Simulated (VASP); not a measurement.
Sc3B2Sb: relaxation of cell and atoms with PBE

Sc3B2Sb:

```xyz
6
Lattice="4.3652 0.0000 0.0000 0.0000 4.3652 0.0000 0.0000 0.0000 6.5079" Properties=species:S:1:pos:R:3 pbc="T T T"
Sc    2.1826    0.0000    5.5185
Sc    0.0000    2.1826    5.5185
Sc    2.1826    2.1826    4.7633
B     2.1826    0.0000    3.7616
B     0.0000    2.1826    3.7616
Sb    0.0000    0.0000    1.2163
```

The cell was generated, and may not be a known phase.

```
Program                : VASP 6.6.1
Task                   : relaxation of cell and atoms
Functional             : PBE
Potentials or basis    : VASP PAW PBE potentials, release 64 (Sc_sv, B, Sb)
Cutoff                 : 600 eV
k mesh                 : 4 × 4 × 4
Occupations            : gaussian, width 0.1 eV
Spin                   : no spin polarisation
Dipole correction      : no
Further INCAR settings : ALGO = Normal; EDIFF = 1e-06; IBRION = 2; EDIFFG = -0.04; NSW = 90; ISIF = 3
```

The relaxed volume is 19.04 Å³/atom. The relaxed cell is a = 4.929 Å, b = 4.929 Å, c = 4.703 Å, α = 90.00°, β = 90.00°, γ = 90.00°, the space group after relaxing (to 0.1 Å) is P4/mmm (No. 123) and the pressure after relaxing is 0.0 GPa. The largest force after relaxing is 0.039 eV/Å and the band gap on the k mesh is zero (bands 22 and 23 overlap by 0.46 eV).

Forces on the atoms (eV/Å):
```
Sc   0.000  0.000 -0.013
Sc   0.000  0.000 -0.013
Sc   0.000  0.000  0.039
B    0.000  0.000 -0.023
B    0.000  0.000 -0.023
Sb   0.000  0.000  0.033
```

Stress tensor (GPa, compression positive):
```
 0.16  0.00  0.00
 0.00  0.16  0.00
 0.00  0.00 -0.29
```

Final structure:
```yaml
crystal:
  lattice:
    - [4.92900, 0.00000, 0.00000]
    - [0.00000, 4.92900, 0.00000]
    - [0.00000, 0.00000, 4.70301]
  atoms:
    - { symbol: Sc, position: [0.50000, 0.00000, 0.96293] }
    - { symbol: Sc, position: [0.00000, 0.50000, 0.96293] }
    - { symbol: Sc, position: [0.50000, 0.50000, 0.46112] }
    - { symbol: B, position: [0.50000, 0.00000, 0.46327] }
    - { symbol: B, position: [0.00000, 0.50000, 0.46327] }
    - { symbol: Sb, position: [0.00000, 0.00000, 0.45723] }
```

Levels at points of the mesh, in eV from the Fermi level:
```
           k point  band 20  band 21  band 22  band 23  band 24  band 25
(0.00, 0.00, 0.00)    -0.17     0.00     0.00     0.33     0.95     0.95
(0.50, 0.00, 0.00)    -0.69    -0.35     0.12     0.44     1.03     1.13
(0.50, 0.50, 0.00)    -0.59    -0.22    -0.22     0.20     0.39     1.34
(0.00, 0.00, 0.50)    -1.28    -0.69    -0.03    -0.03     0.30     0.75
(0.50, 0.00, 0.50)    -1.18    -1.02    -0.30     0.28     0.81     1.17
(0.50, 0.50, 0.50)    -1.08    -0.03     0.11     0.11     0.33     1.54
```

It took 25 min on 1 thread of Oxide Virtual Turin-like Processor, with other jobs on the host, peak memory 0.28 GiB.

Caveat: a cell axis changed by over 15 % at a fixed basis, so the end point is rough; spin-orbit coupling is left out, which moves the levels of the heavy elements.
